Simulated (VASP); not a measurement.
A run of VASP 6.6.1 is set up as follows.

Contents of INCAR:

```
SYSTEM = BaF2
PREC     = Accurate       ! precision mode
ENCUT    = 600            ! plane-wave cutoff, eV
EDIFF    = 1E-6           ! SCF threshold, eV
ISMEAR   = 0              ! smearing method
SIGMA    = 0.01           ! smearing width, eV
LREAL    = .FALSE.        ! projectors in reciprocal space
LASPH    = .TRUE.         ! aspherical terms in the spheres
NELM     = 120            ! most SCF steps
ALGO     = Normal         ! electronic algorithm
ISIF     = 2              ! what is computed and relaxed
LWAVE    = .FALSE.        ! write WAVECAR
LCHARG   = .FALSE.        ! write CHGCAR
GGA      = PE             ! functional
NBANDS   = 19             ! bands
GGA_COMPAT= .FALSE.
```

Contents of KPOINTS:

```
Automatic mesh
0
G
  8 8 8
  0 0 0
```

File POSCAR:

```
BaF2
1.0
    0.0000000000      3.0971637732      3.0971637732
    3.0971637732      0.0000000000      3.0971637732
    3.0971637732      3.0971637732      0.0000000000
Ba F
1 2
Direct
    0.0000000000      0.0000000000      0.0000000000
    0.2500000000      0.2500000000      0.2500000000
    0.7500000000      0.7500000000      0.7500000000
```

Potentials or basis: VASP PAW PBE potentials, release 64 (Ba_sv, F).

The run is started by

```console
$ cat potpaw_PBE.64/Ba_sv/POTCAR potpaw_PBE.64/F/POTCAR > POTCAR
$ mpirun -np 1 vasp_std > vasp.out
```

Predict the band gap on the k mesh.

6.78 eV (least direct gap 6.86 eV).

Estimate the pressure.

2.5 GPa.

Caveat: spin-orbit coupling is left out, which moves the levels of the heavy elements. A k mesh can miss the band edges.
